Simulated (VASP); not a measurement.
Runs of VASP 6.6.1 on Os. The structure is that of space group Fm-3m (No. 225), or close to it. The cells are those of the table. This isn't the form of Os at room conditions, which is hcp.

| cell | gap on the mesh (eV) | pressure (GPa) |
| --- | --- | --- |
| a = 2.655 Å, angles 60.0°, 1 atom | none | 26.9 |
| a = 2.739 Å, angles 60.0°, 1 atom | none | (a) |
| a = 2.683 Å, angles 60.0°, 1 atom | none | 9.8 |
| a = 2.711 Å, angles 60.0°, 1 atom | none | -4.6 |

Alike in all rows: task single point; level HSE06; potentials or basis VASP PAW PBE potentials, release 64 (Os); no spin polarisation; k mesh 6 × 6 × 6; cutoff (eV) 520; smearing fermi-dirac 0.1 eV.

Estimate the missing entries.

(a) -16.5.

Caveats: all runs use coarse meshes; the PAW data sets were made with another functional, which shifts forces and pressure a little; spin-orbit coupling is left out, which moves the levels of the heavy elements.

A k mesh can miss the band edges, and the runs leave out spin-orbit coupling on Os.

A gap of «none» marks levels without a gap at the run's occupations.
